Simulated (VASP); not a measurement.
SnO2:

```
Sn O
1.0
     0.00000    2.59120    2.59120
     2.59120    0.00000    2.59120
     2.59120    2.59120    0.00000
Sn O
1 2
Direct
  0.00000 0.00000 0.00000
  0.75000 0.75000 0.75000
  0.25000 0.25000 0.25000
```

This cell differs from its parent crystal: volume scaled by 1.02.

Base run:

```yaml
Program: VASP 6.6.1
Functional: PBEsol
Potentials_or_basis: VASP PAW PBE potentials, release 64 (Sn_d, O)
Cutoff: 520 eV
k_mesh: 9 × 9 × 9
Occupations: fermi-dirac, width 0.05 eV
Spin: no spin polarisation
```

Its results: pressure -9.9 GPa.

After a change of settings the same cell gave: pressure -12.0 GPa. Which change was it?
A. functional from PBEsol to PBE; further incar settings from ALGO = Normal; EDIFF = 1e-07; NBANDS = 20 to ALGO = Normal; EDIFF = 1e-06; NBANDS = 20
B. further incar settings from ALGO = Normal; EDIFF = 1e-07; NBANDS = 20 to ALGO = Normal; EDIFF = 1e-06; NBANDS = 20
C. functional from PBEsol to r2SCAN
D. functional from PBEsol to PBE

C.

Caveats: the PAW data sets were made with another functional, which shifts forces and pressure a little.
